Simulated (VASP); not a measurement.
Here is a VASP 6.6.1 calculation.

INCAR

```
SYSTEM = KCl
PREC = Accurate
ENCUT = 520
EDIFF = 1E-6
ISMEAR = -1
SIGMA = 0.02
LREAL = .False.
LASPH = .True.
NELM = 60
ALGO = Normal
ISIF = 2
LWAVE = .False.
LCHARG = .False.
GGA = PE
NBANDS = 15
```

The input KPOINTS:

```
Automatic mesh
0
Gamma
  8 8 8
  0 0 0
```

Contents of POSCAR:

```
KCl
1.0
    0.0000000000      3.2391937718      3.2391937718
    3.2391937718      0.0000000000      3.2391937718
    3.2391937718      3.2391937718      0.0000000000
K Cl
1 1
Direct
    0.0000000000      0.0000000000      0.0000000000
    0.5000000000      0.5000000000      0.5000000000
```

Potentials or basis: VASP PAW PBE potentials, release 64 (K_sv, Cl).

Run with:

```console
$ cat potpaw_PBE.64/K_sv/POTCAR potpaw_PBE.64/Cl/POTCAR > POTCAR
$ mpirun -np 1 vasp_std > vasp.out
```

Problem. What does it give for the band gap on the k mesh?

Solution. 4.90 eV, direct.

Problem. Predict the pressure.

Solution. -0.7 GPa.

Caveat: the cell differs from its parent crystal (strain +3.0%). A k mesh can miss the band edges.
